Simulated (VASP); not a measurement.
Ga:

```
Ga
1.0
     3.27277    0.00000    0.00000
    -1.63639    2.83430    0.00000
     0.00000    0.00000    8.91365
Ga
4
Direct
  0.00000 0.00000 0.25000
  0.00000 0.00000 0.75000
  0.33333 0.66667 0.75000
  0.66667 0.33333 0.25000
```

This isn't the form of Ga at room conditions, which is orthorhombic.

| Quantity | Value |
| --- | --- |
| Program | VASP 6.6.1 |
| Task | relaxation of cell and atoms |
| Functional | PBEsol |
| Potentials or basis | VASP PAW PBE potentials, release 64 (Ga_d) |
| Cutoff | 600 eV |
| k mesh | 6 × 6 × 2 |
| Occupations | gaussian, width 0.1 eV |
| Spin | no spin polarisation |

At the start: pressure 83.1 GPa; volume 20.67 Å³/atom.

**Question.** Where does the relaxation end?

**Answer.** Over 24 steps the energy falls by 3697.7 meV/atom and the volume is 21.20 Å³/atom (+2.6 %); space group P6_3/mmc (No. 194, to 0.1 Å) before and after.

The path:
```tsv
step	energy change (eV)	largest force (eV/Å)	pressure (GPa)	volume (Å³)
1	0.0000	0.0000	83.10	82.68
2	-6.5271	0.0000	-12.51	259.80
3	-12.2464	0.0000	-3.37	153.78
4	-12.3370	0.0000	-2.86	149.51
5	-12.4261	0.0000	-0.05	136.54
6	-12.4372	0.0000	-1.13	140.24
7	-12.4373	0.0000	-0.74	138.94
8	-12.5037	0.0000	-0.86	135.53
9	-12.6976	0.0000	-1.13	127.92
10	-13.2576	0.0000	-1.70	112.64
11	-14.7148	0.0000	2.27	81.78
12	-14.4788	0.0000	8.76	74.52
13	-14.7239	0.0000	2.94	80.63
14	-14.7459	0.0000	2.62	81.08
15	-14.7586	0.0000	2.62	80.93
16	-14.7874	0.0000	0.98	83.69
17	-14.7895	0.0000	-0.18	85.34
18	-14.7900	0.0000	0.03	85.00
19	-14.7900	0.0000	-0.01	84.92
20	-14.7895	0.0000	0.50	84.30
21	-14.7900	0.0000	-0.14	84.84
22	-14.7899	0.0000	0.29	84.57
23	-14.7900	0.0000	0.12	84.72
24	-14.7907	0.0000	-0.05	84.80
```

Final structure:
```
CELL_PARAMETERS angstrom
4.39969 0.00000 0.00000
-2.19984 3.81024 0.00000
0.00000 0.00000 5.05877
ATOMIC_POSITIONS crystal
Ga 0.00000 0.00000 0.25000
Ga 0.00000 0.00000 0.75000
Ga 0.33333 0.66667 0.75000
Ga 0.66667 0.33333 0.25000
```

Caveat: the k points lie up to 0.62 Å⁻¹ apart in the final cell, too coarse for converged energies and pressures of a metal; a cell axis changed by over 15 % at a fixed basis, so the end point is rough; the PAW data sets were made with another functional, which shifts forces and pressure a little.
